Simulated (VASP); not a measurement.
Write the native input for VASP 6.6.1 that does the following.

- Task: single point
- Functional: PBE
- Potentials or basis: VASP PAW PBE potentials, release 64 (In_d, S)
- Cutoff: 520 eV
- k mesh: 3 × 3 × 3
- Occupations: gaussian, width 0.1 eV
- Spin: no spin polarisation
- Dipole correction: no
- Further INCAR settings: ALGO = Normal; EDIFF = 1e-07; NBANDS = 34

The structure of In3S2 lies in POSCAR:

```
In3S2
1.0
    4.3105108365      2.4886745918      2.4872163771
   -4.3105108365      2.4886745918      2.4872163771
    0.0000000000     -4.9773491835      2.4872163771
In S
3 2
Direct
    0.0000000000      0.5000000000      0.0000000000
    0.0000000000      0.0000000000      0.5000000000
    0.5000000000      0.0000000000      0.0000000000
    0.7321778279      0.7321778279      0.7321778279
    0.2678221721      0.2678221721      0.2678221721
```

The input as run:

INCAR

```
SYSTEM = In3S2
PREC     = Accurate       ! precision mode
ENCUT    = 520            ! plane-wave cutoff, eV
EDIFF    = 1E-7           ! SCF threshold, eV
ISMEAR   = 0              ! smearing method
SIGMA    = 0.1            ! smearing width, eV
LREAL    = .False.        ! projectors in reciprocal space
LASPH    = .True.         ! aspherical terms in the spheres
NELM     = 100            ! most SCF steps
ALGO     = Normal         ! electronic algorithm
ISIF     = 2              ! what is computed and relaxed
LWAVE    = .False.        ! write WAVECAR
LCHARG   = .False.        ! write CHGCAR
GGA      = PE             ! functional
NBANDS   = 34             ! bands
```

KPOINTS

```
Automatic mesh
0
Gamma
  3 3 3
  0 0 0
```

Potentials or basis: VASP PAW PBE potentials, release 64 (In_d, S).

The run is started by

```sh
$ cat potpaw_PBE.64/In_d/POTCAR potpaw_PBE.64/S/POTCAR > POTCAR
$ mpirun -np 1 vasp_std > vasp.out
```

It gave:

```json
{"Pressure": "-0.1 GPa"}
```

Caveat: the k points lie up to 0.40 Å⁻¹ apart.

Run time: 26 s on 1 thread of AMD EPYC 9R45 96-Core Processor (Zen 5) (shared host), peak memory 0.22 GiB.
